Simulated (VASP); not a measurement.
# Ru (Im-3m) in VASP: notebook

Runs on Ru. Level: PBEsol. Tasks: single point, relaxation of cell and atoms.

Everything below comes from runs of VASP 6.6.1. Logs are shortened: lines on timing, memory, paths and dates and some standing lists are left out, and cuts for length are marked.

## Step 1: The cell of the first run

Symmetry: Im-3m, No. 229, cubic system. The conventional cell has a = 2.690 Å, b = 2.690 Å, c = 2.690 Å, α = 90.00°, β = 90.00°, γ = 90.00°. Within 3.1 Å of Ru (site symmetry m-3m) lie 14 Ru at 2.33 to 2.69 Å.

This isn't the form of Ru at room conditions, which is hcp.

## Step 2: Single point, PBEsol

INCAR reads:

```
  PREC = Accurate
  ENCUT = 520
  EDIFF = 1E-6
  ISMEAR = -1
  SIGMA = 0.05
  LREAL = False
  LASPH = True
  NELM = 100
  ALGO = Normal
  ISIF = 2
  LWAVE = False
  LCHARG = False
  GGA = PS
  NBANDS = 13
```

KPOINTS reads:

```
Automatic mesh
0
Gamma
  20 20 20
```

POSCAR reads:

```
Ru
1.0
   -1.3449923303      1.3449923303      1.3449923303
    1.3449923303     -1.3449923303      1.3449923303
    1.3449923303      1.3449923303     -1.3449923303
Ru
1
Direct
    0.0000000000      0.0000000000      0.0000000000
```

Potentials or basis: VASP PAW PBE potentials, release 64 (Ru_pv).

Command:

```bash
$ cat potpaw_PBE.64/Ru_pv/POTCAR > POTCAR
$ mpirun -np 1 vasp_std > vasp.out
```

OUTCAR:

```text
PREC = Accurate
   ENCUT = 520
   EDIFF = 1E-6
   ISMEAR = -1
   LREAL = False
   LASPH = True
   NELM = 100
   ISIF = 2
   GGA = PS

 ion  position               nearest neighbor table
   1  0.000  0.000  0.000-

  LATTYP: Found a body centered cubic cell.
 ALAT       =     2.6899846606

  Lattice vectors:

 A1 = (  -1.3449923303,   1.3449923303,   1.3449923303)
 A2 = (   1.3449923303,  -1.3449923303,   1.3449923303)
 A3 = (   1.3449923303,   1.3449923303,  -1.3449923303)

Analysis of symmetry for initial positions (statically):
=====================================================================
 Subroutine PRICEL returns:
 Original cell was already a primitive cell.

 Routine SETGRP: Setting up the symmetry group for a
 body centered cubic supercell.

 Subroutine GETGRP returns: Found 48 space group operations
 (whereof 48 operations were pure point group operations)
 out of a pool of 48 trial point group operations.

The static configuration has the point symmetry O_h .

Analysis of symmetry for dynamics (positions and initial velocities):
=====================================================================
 Subroutine PRICEL returns:
 Original cell was already a primitive cell.

 Routine SETGRP: Setting up the symmetry group for a
 body centered cubic supercell.

 Subroutine GETGRP returns: Found 48 space group operations
 (whereof 48 operations were pure point group operations)
 out of a pool of 48 trial point group operations.

The dynamic configuration has the point symmetry O_h .

 Subroutine INISYM returns: Found 48 space group operations
 (whereof 48 operations are pure point group operations),
 and found     1 'primitive' translations

----------------------------------------------------------------------------------------

                                     Primitive cell

  volume of cell :       9.7324

  direct lattice vectors                    reciprocal lattice vectors
    -1.344992330  1.344992330  1.344992330     0.000000000  0.371749332  0.371749332
     1.344992330 -1.344992330  1.344992330     0.371749332  0.000000000  0.371749332
     1.344992330  1.344992330 -1.344992330     0.371749332  0.371749332  0.000000000

  length of vectors
     2.329595052  2.329595052  2.329595052     0.525732947  0.525732947  0.525732947

  position of ions in fractional coordinates (direct lattice)
     0.000000000  0.000000000  0.000000000

  ion indices of the primitive-cell ions
   primitive index   ion index
                 1           1

----------------------------------------------------------------------------------------

 KPOINTS: Automatic mesh

Automatic generation of k-mesh.
 Grid dimensions read from file:
 generate k-points for:   20   20   20

 Generating k-lattice:

  Cartesian coordinates                     Fractional coordinates (reciprocal lattice)
     0.000000000  0.018587467  0.018587467     0.050000000  0.000000000  0.000000000
     0.018587467  0.000000000  0.018587467     0.000000000  0.050000000  0.000000000
     0.018587467  0.018587467  0.000000000     0.000000000  0.000000000  0.050000000

  Length of vectors
     0.026286647  0.026286647  0.026286647

  Shift w.r.t. Gamma in fractional coordinates (k-lattice)
     0.000000000  0.000000000  0.000000000

 Subroutine IBZKPT returns following result:
 ===========================================

 Found    256 irreducible k-points:

 Following reciprocal coordinates:
            Coordinates               Weight
  0.000000  0.000000  0.000000      1.000000
  0.050000  0.000000  0.000000     12.000000
  0.100000  0.000000  0.000000     12.000000
  0.150000  0.000000  0.000000     12.000000
  0.200000  0.000000  0.000000     12.000000
  0.250000  0.000000  0.000000     12.000000
[... 16 lines left out ...]
  0.200000  0.100000 -0.000000     48.000000
  0.250000  0.100000  0.000000     48.000000
 [... further k-points ...]
   k-points           NKPTS =    256   k-points in BZ     NKDIM =    256   number of bands    NBANDS=     13
   number of dos      NEDOS =    301   number of ions     NIONS =      1
   total plane-waves  NPLWV =   5832
   dimension x,y,z NGX =    18 NGY =   18 NGZ =   18
   dimension x,y,z NGXF=    36 NGYF=   36 NGZF=   36
   ions per type =               1
   NGX,Y,Z   is equivalent  to a cutoff of  12.85, 12.85, 12.85 a.u.
   NGXF,Y,Z  is equivalent  to a cutoff of  25.69, 25.69, 25.69 a.u.
 SYSTEM =  unknown system
   PREC   = accura    normal or accurate (medium, high low for compatibility)
   ISTART =      0    job   : 0-new  1-cont  2-samecut
   ICHARG =      2    charge: 1-file 2-atom 10-const
   ISPIN  =      1    spin polarized calculation?
   LNONCOLLINEAR =      F non collinear calculations
   LSORBIT =      F    spin-orbit coupling
   LASPH  =      T    aspherical Exc in radial PAW
   ENCUT  =  520.0 eV  38.22 Ry    6.18 a.u.   4.33  4.33  4.33*2*pi/ulx,y,z
   NELM   =    100;   NELMIN=  2; NELMDL= -5     # of ELM steps
   EDIFF  = 0.1E-05   stopping-criterion for ELM
   LREAL  =      F    real-space projection
   EDIFFG = 0.1E-04   stopping-criterion for IOM
   NSW    =      0    number of steps for IOM
   IBRION =     -1    ionic relax: 0-MD 1-quasi-New 2-CG
   NFREE  =      0    steps in history (QN), initial steepest desc. (CG)
   ISIF   =      2    stress and relaxation
   ISYM   =      2    0-nonsym 1-usesym 2-fastsym
   POTIM  = 0.5000    time-step for ionic-motion
   TEBEG  =    0.0;   TEEND  =   0.0 temperature during run
   PSTRESS=    0.0 pullay stress
   NELECT =      14.0000    total number of electrons
   NUPDOWN=      -1.0000    fix difference up-down
   EMIN   =  10.00;   EMAX   =-10.00  energy-range for DOS
   EFERMI =   0.00;   METHOD = LEGACY
   ISMEAR =    -1;   SIGMA  =   0.05  broadening in eV -4-tet -1-fermi 0-gaus
   EFERMI_NEDOS =   21; number of points for ismear=-14 and -15
   IALGO  =     38    algorithm
   IMIX   =      4    mixing-type and parameters
     AMIX     =   0.40;   BMIX     =  1.00
     AMIX_MAG =   1.60;   BMIX_MAG =  1.00
  volume/ion in A,a.u.               =       9.73        65.68
  Fermi-wavevector in a.u.,A,eV,Ry     =   1.848039  3.492287 46.467252  3.415247
  Thomas-Fermi vector in A             =   2.898741
   LORBIT       =      0    0 simple, 1 ext, 2 COOP (PROOUT), +10 PAW based schemes
   GGA     = PS    functional components
   LHFCALC =     F    Hartree Fock is set to
   AEXX    =    0.0000 exact exchange contribution
   IVDW    =     0    specifies the selected vdW correction
   LEPSILON=     F    determine dielectric tensor
   LRPA    =     F    only Hartree local field effects (RPA)
 non-spin polarized calculation
  energy-cutoff  :      520.00
  volume of cell :        9.73
 maximum number of plane-waves:       276
 NGX is ok and might be reduce to    18
   NGX =  9   NGY =  9   NGZ =  9

 number of electron      13.9999995 magnetization

 Free energy of the ion-electron system (eV)
  ---------------------------------------------------
  ext. energy  EPLUGINS =         0.00000000
  ---------------------------------------------------
  free energy    TOTEN  =        -7.29821088 eV

  energy without entropy =       -7.28806678  energy(sigma->0) =       -7.29313883

 E-fermi :  19.9992     XC(G=0): -16.4275

 val. band max:       19.9982392045   @ k =   0.3000   0.1000   0.1000
 cond. band min:      20.0019367589   @ k =   0.2000   0.0500   0.0500
 fundamental gap:      0.0036975544
 Fermi energy:        19.9991910010

 k-point     1 :       0.0000    0.0000    0.0000
  band No.  band energies     occupation
      1     -22.5357      2.00000
      2     -22.5357      2.00000
      3     -22.5357      2.00000
      4       9.9269      2.00000
      5      15.3201      2.00000
      6      15.3201      2.00000
      7      15.3201      2.00000
      8      19.6935      1.99559
      9      19.6935      1.99559
     10      30.1002      0.00000
     11      36.8433      0.00000
     12      36.8433      0.00000
     13      36.8433      0.00000

 k-point     2 :       0.0500    0.0000    0.0000
  band No.  band energies     occupation
      1     -22.6198      2.00000
      2     -22.5605      2.00000
      3     -22.5368      2.00000
      4      10.0937      2.00000
      5      15.2267      2.00000
      6      15.3124      2.00000
      7      15.4775      2.00000
      8      19.5463      1.99977
      9      19.6948      1.99547
     10      30.1002      0.00000
     11      36.9759      0.00000
     12      37.1163      0.00000
     13      37.2107      0.00000

 k-point     3 :       0.1000    0.0000    0.0000
  band No.  band energies     occupation
      1     -22.8602      2.00000
      2     -22.6318      2.00000
      3     -22.5398      2.00000
      4      10.5582      2.00000
      5      14.9642      2.00000
      6      15.2840      2.00000
      7      15.9438      2.00000
      8      19.2067      2.00000
      9      19.7044      1.99452
     10      30.1001      0.00000
     11      37.3233      0.00000
     12      37.9160      0.00000
     13      38.1843      0.00000
[... 305 lines left out ...]
 k-point    23 :       0.2000    0.1000   -0.0000
  band No.  band energies     occupation
      1     -24.2328      2.00000
      2     -23.0455      2.00000
      3     -22.6588      2.00000
      4      12.1774      2.00000
      5      13.7654      2.00000
      6      15.2957      2.00000
      7      18.5289      2.00000
      8      19.8990      1.76236
      9      20.4263      0.00039
     10      30.0995      0.00000
     11      38.0657      0.00000
     12      40.0759      0.00000
     13      42.2730      0.00000

 k-point    24 :       0.2500    0.1000    0.0000
  band No.  band energies     occupation
      1     -24.6387      2.00000
      2     -23.2153      2.00000
      3     -22.6707      2.00000
      4      11.8457      2.00000
      5      13.3492      2.00000
      6      16.2993      2.00000
      7      18.8376      2.00000
      8      20.5094      0.00007
      9      21.5993      0.00000
     10      30.0991      0.00000
     11      37.0166      0.00000
     12      39.5318      0.00000
     13      43.9867      0.00000

 [... further k-points ...]

------------------------ aborting loop because EDIFF is reached ----------------------------------------

  FORCE on cell =-STRESS in cart. coord.  units (eV):
  Direction    XX          YY          ZZ          XY          YZ          ZX
  --------------------------------------------------------------------------------------
  -------------------------------------------------------------------------------------
  Total       14.7623440     14.7623440     14.7623440      0.0000000      0.0000000      0.0000000
  in kB     2430.2250320   2430.2250320   2430.2250320      0.0000000      0.0000000      0.0000000
  external PRESSURE =    2430.2250320 kB  Pullay stress =       0.0000000 kB

 VOLUME and BASIS-vectors are now :
 -----------------------------------------------------------------------------
  energy-cutoff  :      520.00
  volume of cell :        9.73
      direct lattice vectors                 reciprocal lattice vectors
    -1.344992330  1.344992330  1.344992330     0.000000000  0.371749332  0.371749332
     1.344992330 -1.344992330  1.344992330     0.371749332  0.000000000  0.371749332
     1.344992330  1.344992330 -1.344992330     0.371749332  0.371749332  0.000000000

 POSITION                                       TOTAL-FORCE (eV/Angst)
 -----------------------------------------------------------------------------------
      0.00000      0.00000      0.00000         0.000000     -0.000000      0.000000
 -----------------------------------------------------------------------------------
    total drift:                                0.000000      0.000000      0.000000

  FREE ENERGIE OF THE ION-ELECTRON SYSTEM (eV)
  ---------------------------------------------------
  free  energy   TOTEN  =        -7.2982108835 eV

  energy  without entropy=       -7.2880667837  energy(sigma->0) =       -7.29313883
```

Run time: 34 s. Hardware: 1 thread of Intel Xeon 8259CL, shared host; peak memory 0.14 GiB.

What came out:

```
Free energy            : -7.2982 eV
Pressure               : 243.0 GPa
Band gap on the k mesh : zero (bands 7 and 8 overlap by 6.69 eV)
```

Levels at points of the mesh, in eV from the Fermi level:
```tsv
k point	band 4	band 5	band 6	band 7	band 8	band 9	band 10	band 11
(0.00, 0.00, 0.00)	-10.07	-4.68	-4.68	-4.68	-0.31	-0.31	10.10	16.84
(0.50, 0.00, 0.00)	-9.76	-7.64	-0.09	0.72	2.13	4.40	10.10	13.58
(0.50, 0.50, 0.50)	-10.58	-10.58	3.23	3.23	3.23	10.10	11.90	11.90
```

Caveat: the cell stands under pressure; the PAW data sets were made with another functional, which shifts forces and pressure a little.

(Part 1 of 2 ends here.)
